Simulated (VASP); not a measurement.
# MoRu (P-6m2) in VASP: relaxation of volume and atoms at fixed shape with LDA

Aim: the relaxation of volume and atoms at fixed shape of MoRu with LDA.

Everything below comes from runs of VASP 6.6.1. Logs are shortened: lines on timing, memory, paths and dates and some standing lists are left out, and cuts for length are marked.

## 1. The cell of the first run

It takes space group P-6m2 (No. 187, hexagonal). The conventional cell has a = 2.777 Å, b = 2.777 Å, c = 4.464 Å, α = 90.00°, β = 90.00°, γ = 120.00°. Mo (site symmetry -6m2) has 6 Ru at 2.75 Å and 6 Mo at 2.78 Å within 3.6 Å. Ru (site symmetry -6m2) has 6 Mo at 2.75 Å and 6 Ru at 2.78 Å within 3.6 Å.

## 2. Relaxation of volume and atoms at fixed shape, LDA

The input, INCAR:

```
ALGO = Normal ; EDIFF = 1E-7
EDIFFG = -0.03 ; ENCUT = 560
GGA_COMPAT = False ; IBRION = 2
ISIF = 8 ; ISMEAR = -1
LASPH = True ; LCHARG = False
LREAL = False ; LWAVE = False
NELM = 120 ; NELMIN = 4
NSW = 60 ; PREC = Accurate
SIGMA = 0.1
```

The input, KPOINTS:

```
k-points
0
Gamma
  8 8 5
```

The input, POSCAR:

```
MoRu
1.0
    2.7774150000      0.0000000000      0.0000000000
   -1.3887075000      2.4053119469      0.0000000000
    0.0000000000      0.0000000000      4.4637070000
Mo Ru
1 1
Direct
    0.6666666667      0.3333333333      0.0000000000
    0.3333333333      0.6666666667      0.5000000000
```

Potentials or basis: VASP PAW LDA potentials, release 64 (Mo_sv, Ru_sv).

Started as:

```bash
$ cat potpaw_LDA.64/Mo_sv/POTCAR potpaw_LDA.64/Ru_sv/POTCAR > POTCAR
$ mpirun -np 1 vasp_std > vasp.out
```

OUTCAR:

```text
EDIFF = 1E-7
   EDIFFG = -0.03
   ENCUT = 560
   IBRION = 2
   ISIF = 8
   ISMEAR = -1
   LASPH = True
   LREAL = False
   NELM = 120
   NELMIN = 4
   NSW = 60
   PREC = Accurate

 ion  position               nearest neighbor table
   1  0.667  0.333  0.000-   2 2.75   2 2.75   2 2.75   2 2.75   2 2.75   2 2.75
   2  0.333  0.667  0.500-   1 2.75   1 2.75   1 2.75   1 2.75   1 2.75   1 2.75

  LATTYP: Found a hexagonal cell.
 ALAT       =     2.7774150000
 C/A-ratio  =     1.6071444131

  Lattice vectors:

 A1 = (   2.7774150000,   0.0000000000,   0.0000000000)
 A2 = (  -1.3887075000,   2.4053119469,   0.0000000000)
 A3 = (   0.0000000000,   0.0000000000,   4.4637070000)

Analysis of symmetry for initial positions (statically):
=====================================================================
 Subroutine PRICEL returns:
 Original cell was already a primitive cell.

 Routine SETGRP: Setting up the symmetry group for a
 hexagonal supercell.

 Subroutine GETGRP returns: Found 12 space group operations
 (whereof 12 operations were pure point group operations)
 out of a pool of 24 trial point group operations.

The static configuration has the point symmetry D_3h.

Analysis of symmetry for dynamics (positions and initial velocities):
=====================================================================
 Subroutine PRICEL returns:
 Original cell was already a primitive cell.

 Routine SETGRP: Setting up the symmetry group for a
 hexagonal supercell.

 Subroutine GETGRP returns: Found 12 space group operations
 (whereof 12 operations were pure point group operations)
 out of a pool of 24 trial point group operations.

The dynamic configuration has the point symmetry D_3h.

 Subroutine INISYM returns: Found 12 space group operations
 (whereof 12 operations are pure point group operations),
 and found     1 'primitive' translations

----------------------------------------------------------------------------------------

                                     Primitive cell

  volume of cell :      29.8200

  direct lattice vectors                    reciprocal lattice vectors
     2.777415000  0.000000000  0.000000000     0.360047022  0.207873245  0.000000000
    -1.388707500  2.405311947  0.000000000     0.000000000  0.415746490  0.000000000
     0.000000000  0.000000000  4.463707000     0.000000000  0.000000000  0.224029041

  length of vectors
     2.777415000  2.777415000  4.463707000     0.415746490  0.415746490  0.224029041

  position of ions in fractional coordinates (direct lattice)
     0.666666667  0.333333333  0.000000000
     0.333333333  0.666666667  0.500000000

  ion indices of the primitive-cell ions
   primitive index   ion index
                 1           1
                 2           2

----------------------------------------------------------------------------------------

 KPOINTS: k-points

Automatic generation of k-mesh.
 Grid dimensions read from file:
 generate k-points for:    8    8    5

 Generating k-lattice:

  Cartesian coordinates                     Fractional coordinates (reciprocal lattice)
     0.045005878  0.025984156  0.000000000     0.125000000 -0.000000000  0.000000000
     0.000000000  0.051968311  0.000000000     0.000000000  0.125000000  0.000000000
     0.000000000  0.000000000  0.044805808     0.000000000  0.000000000  0.200000000

  Length of vectors
     0.051968311  0.051968311  0.044805808

  Shift w.r.t. Gamma in fractional coordinates (k-lattice)
     0.000000000  0.000000000  0.000000000

 Subroutine IBZKPT returns following result:
 ===========================================

 Found     30 irreducible k-points:

 Following reciprocal coordinates:
            Coordinates               Weight
  0.000000  0.000000  0.000000      1.000000
  0.125000 -0.000000  0.000000      6.000000
  0.250000 -0.000000  0.000000      6.000000
  0.375000  0.000000  0.000000      6.000000
  0.500000 -0.000000  0.000000      3.000000
  0.125000  0.125000  0.000000      6.000000
[... 16 lines left out ...]
  0.250000 -0.000000  0.400000     12.000000
  0.375000  0.000000  0.400000     12.000000
 [... further k-points ...]
   k-points           NKPTS =     30   k-points in BZ     NKDIM =     30   number of bands    NBANDS=     19
   number of dos      NEDOS =    301   number of ions     NIONS =      2
   total plane-waves  NPLWV =  20736
   dimension x,y,z NGX =    24 NGY =   24 NGZ =   36
   dimension x,y,z NGXF=    48 NGYF=   48 NGZF=   72
   ions per type =               1   1
   NGX,Y,Z   is equivalent  to a cutoff of  14.37, 14.37, 13.41 a.u.
   NGXF,Y,Z  is equivalent  to a cutoff of  28.73, 28.73, 26.82 a.u.
 SYSTEM =  unknown system
   PREC   = accura    normal or accurate (medium, high low for compatibility)
   ISTART =      0    job   : 0-new  1-cont  2-samecut
   ICHARG =      2    charge: 1-file 2-atom 10-const
   ISPIN  =      1    spin polarized calculation?
   LNONCOLLINEAR =      F non collinear calculations
   LSORBIT =      F    spin-orbit coupling
   LASPH  =      T    aspherical Exc in radial PAW
   ENCUT  =  560.0 eV  41.16 Ry    6.42 a.u.   5.36  5.36  8.61*2*pi/ulx,y,z
   NELM   =    120;   NELMIN=  4; NELMDL= -5     # of ELM steps
   EDIFF  = 0.1E-06   stopping-criterion for ELM
   LREAL  =      F    real-space projection
   EDIFFG = -.3E-01   stopping-criterion for IOM
   NSW    =     60    number of steps for IOM
   IBRION =      2    ionic relax: 0-MD 1-quasi-New 2-CG
   NFREE  =      1    steps in history (QN), initial steepest desc. (CG)
   ISIF   =      8    stress and relaxation
   ISYM   =      2    0-nonsym 1-usesym 2-fastsym
   POTIM  = 0.5000    time-step for ionic-motion
   TEBEG  =    0.0;   TEEND  =   0.0 temperature during run
   PSTRESS=    0.0 pullay stress
   NELECT =      30.0000    total number of electrons
   NUPDOWN=      -1.0000    fix difference up-down
   EMIN   =  10.00;   EMAX   =-10.00  energy-range for DOS
   EFERMI =   0.00;   METHOD = LEGACY
   ISMEAR =    -1;   SIGMA  =   0.10  broadening in eV -4-tet -1-fermi 0-gaus
   EFERMI_NEDOS =   21; number of points for ismear=-14 and -15
   IALGO  =     38    algorithm
   IMIX   =      4    mixing-type and parameters
     AMIX     =   0.40;   BMIX     =  1.00
     AMIX_MAG =   1.60;   BMIX_MAG =  1.00
  volume/ion in A,a.u.               =      14.91       100.62
  Fermi-wavevector in a.u.,A,eV,Ry     =   1.640386  3.099879 36.611442  2.690865
  Thomas-Fermi vector in A             =   2.731033
   LORBIT       =      0    0 simple, 1 ext, 2 COOP (PROOUT), +10 PAW based schemes
   GGA     = CA    functional components
   LHFCALC =     F    Hartree Fock is set to
   AEXX    =    0.0000 exact exchange contribution
   IVDW    =     0    specifies the selected vdW correction
   LEPSILON=     F    determine dielectric tensor
   LRPA    =     F    only Hartree local field effects (RPA)
 conjugate gradient relaxation of ions
 non-spin polarized calculation
  energy-cutoff  :      560.00
  volume of cell :       29.82
 maximum number of plane-waves:       911
 NGX is ok and might be reduce to    24
   NGX = 11   NGY = 11   NGZ = 17

--------------------------------------- Ionic step        1  -------------------------------------------

 number of electron      29.9999998 magnetization

 Free energy of the ion-electron system (eV)
  ---------------------------------------------------
  ext. energy  EPLUGINS =         0.00000000
  ---------------------------------------------------
  free energy    TOTEN  =       -22.67512350 eV

  energy without entropy =      -22.62914375  energy(sigma->0) =      -22.65213363

------------------------ aborting loop because EDIFF is reached ----------------------------------------

  FORCE on cell =-STRESS in cart. coord.  units (eV):
  Direction    XX          YY          ZZ          XY          YZ          ZX
  --------------------------------------------------------------------------------------
  -------------------------------------------------------------------------------------
  Total       -2.7824138     -2.7824138     -3.3580439      0.0000000      0.0000000     -0.0000000
  in kB     -149.4942294   -149.4942294   -180.4218302      0.0000000      0.0000000     -0.0000000
  external PRESSURE =    -159.8034297 kB  Pullay stress =       0.0000000 kB
[... 93 lines left out ...]
  energy  without entropy=      -22.7199328228  energy(sigma->0) =      -22.74067691

--------------------------------------- Ionic step        4  -------------------------------------------

 number of electron      29.9999997 magnetization

 Free energy of the ion-electron system (eV)
  ---------------------------------------------------
  ext. energy  EPLUGINS =         0.00000000
  ---------------------------------------------------
  free energy    TOTEN  =       -22.76182975 eV

  energy without entropy =      -22.72058033  energy(sigma->0) =      -22.74120504

 E-fermi :  13.8850     XC(G=0): -14.2267

 val. band max:       13.8522391249   @ k =   0.3750   0.2500   0.2000
 cond. band min:      13.9572232831   @ k =   0.3750   0.2500   0.4000
 fundamental gap:      0.1049841582
 Fermi energy:        13.8849512201

 k-point     1 :       0.0000    0.0000    0.0000
  band No.  band energies     occupation
      1     -58.2601      2.00000
      2     -46.5214      2.00000
      3     -28.5362      2.00000
      4     -28.1087      2.00000
      5     -28.1087      2.00000
      6     -20.8091      2.00000
[... 11 lines left out ...]
     18      15.6590      0.00000
     19      16.9374      0.00000
[... 489 lines left out ...]
      3     -28.7238      2.00000
      4     -28.4116      2.00000
      5     -28.2528      2.00000
      6     -21.2053      2.00000
[... 11 lines left out ...]
     18      16.8193      0.00000
     19      17.7381      0.00000

 [... further k-points ...]
[... 5 lines left out ...]
  --------------------------------------------------------------------------------------
  -------------------------------------------------------------------------------------
  Total        0.1157828      0.1157828     -0.3657222      0.0000000      0.0000000      0.0000000
  in kB        6.5802559      6.5802559    -20.7850017      0.0000000      0.0000000      0.0000000
  external PRESSURE =      -2.5414966 kB  Pullay stress =       0.0000000 kB
[... 17 lines left out ...]
  FREE ENERGIE OF THE ION-ELECTRON SYSTEM (eV)
  ---------------------------------------------------
  free  energy   TOTEN  =       -22.7618297536 eV

  energy  without entropy=      -22.7205803255  energy(sigma->0) =      -22.74120504

 reached required accuracy - stopping structural energy minimisation
```

It took 43 s on 1 thread of Intel Xeon Platinum 8488C (Sapphire Rapids), shared host; peak memory 0.16 GiB.

Results:

```
Free energy                           : -22.7618 eV
Relaxed volume                        : 14.10 Å³/atom
Relaxed cell                          : a = 2.726 Å, b = 2.726 Å, c = 4.381 Å, α = 90.00°, β = 90.00°, γ = 120.00°
Space group after relaxing (to 0.1 Å) : P-6m2 (No. 187)
Energy gained by relaxing             : 43.4 meV/atom
Ionic steps                           : 4
Pressure after relaxing               : -0.3 GPa
Band gap on the k mesh                : zero (bands 15 and 16 overlap by 2.47 eV)
```

Stress tensor (GPa, compression positive):
```
 0.66  0.00  0.00
 0.00  0.66  0.00
 0.00  0.00 -2.08
```

Step by step:
```
step  energy change (eV)  largest force (eV/Å)  pressure (GPa)  volume (Å³)
   1              0.0000                0.0000          -15.98        29.82
   2              0.8001                0.0000           76.35        23.85
   3             -0.0863                0.0000           -1.23        28.28
   4             -0.0867                0.0000           -0.25        28.19
```

Final structure:
```yaml
crystal:
  lattice:
    - [2.72589, 0.00000, 0.00000]
    - [-1.36295, 2.36069, 0.00000]
    - [0.00000, 0.00000, 4.38090]
  atoms:
    - { symbol: Mo, position: [0.66667, 0.33333, 0.00000] }
    - { symbol: Ru, position: [0.33333, 0.66667, 0.50000] }
```

Levels at points of the mesh, in eV from the Fermi level:
```csv
k point,band 11,band 12,band 13,band 14,band 15,band 16,band 17,band 18,band 19
"(0.00, 0.00, 0.00)",-1.99,-1.99,-1.56,-0.44,-0.44,-0.42,-0.42,1.77,3.05
"(0.50, 0.00, 0.00)",-4.67,-2.07,-1.17,-1.00,-0.45,1.92,3.64,4.79,5.30
```

The gap in the log of VASP goes by the Fermi energy; the results here count the filled bands.